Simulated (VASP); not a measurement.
## Mg2As: single point with PBE

Crystal: Mg2As.

```xyz
6
Lattice="-1.9300 2.8232 5.9942 1.9300 -2.8232 5.9942 1.9300 2.8232 -5.9942" Properties=species:S:1:pos:R:3 pbc="T T T"
As    1.9300    0.0000    4.2678
As    0.0000    2.8232    1.7264
Mg    0.0000    0.0000    2.3645
Mg    1.9300    1.4401    0.0000
Mg    0.0000    1.3831    5.9942
Mg    0.0000    0.0000    9.6238
```

```json
{"Program": "VASP 6.6.1", "Task": "single point", "Functional": "PBE", "Potentials or basis": "VASP PAW PBE potentials, release 64 (As, Mg)", "Cutoff": "520 eV", "k mesh": "8 × 8 × 8", "Occupations": "fermi-dirac, width 0.05 eV", "Spin": "no spin polarisation", "Dipole correction": "no", "Further INCAR settings": "ALGO = Fast; EDIFF = 1e-07; NBANDS = 18"}
```

* Pressure: -1.2 GPa
* Largest force: 0.061 eV/Å
* Band gap on the k mesh: zero (bands 9 and 10 overlap by 0.64 eV)

Forces in eV/Å, atoms in the order of the input:
```
As   0.000  0.000  0.060
As   0.000  0.000 -0.060
Mg   0.000  0.000  0.011
Mg   0.000 -0.061  0.000
Mg   0.000  0.061  0.000
Mg   0.000  0.000 -0.011
```

Stress tensor (GPa, compression positive):
```
-1.26  0.00  0.00
 0.00 -0.98  0.00
 0.00  0.00 -1.40
```

Levels at points of the mesh, in eV from the Fermi level:
| k point | band 5 | band 6 | band 7 | band 8 | band 9 | band 10 | band 11 | band 12 | band 13 | band 14 |
| --- | --- | --- | --- | --- | --- | --- | --- | --- | --- | --- |
| (0.00, 0.00, 0.00) | -3.08 | -2.91 | -2.34 | -0.55 | -0.49 | 1.61 | 2.11 | 3.20 | 4.32 | 4.57 |
| (0.50, 0.00, 0.00) | -2.66 | -1.52 | -0.74 | -0.11 | -0.07 | 1.81 | 2.15 | 3.15 | 3.40 | 4.40 |
| (0.00, 0.50, 0.00) | -2.76 | -2.51 | -1.88 | -1.13 | -0.69 | -0.34 | 0.95 | 1.65 | 1.93 | 2.42 |
| (0.50, 0.50, 0.00) | -3.46 | -3.35 | -2.05 | -1.60 | -1.49 | 0.69 | 1.83 | 2.13 | 3.73 | 4.19 |
| (0.50, 0.50, 0.50) | -2.41 | -1.69 | -1.65 | -1.12 | 0.31 | 0.36 | 1.68 | 2.08 | 2.89 | 4.72 |

Wall time 5.4 min on 1 thread of Intel(R) Xeon(R) 6975P-C (Granite Rapids) (shared host), peak memory 0.53 GiB.
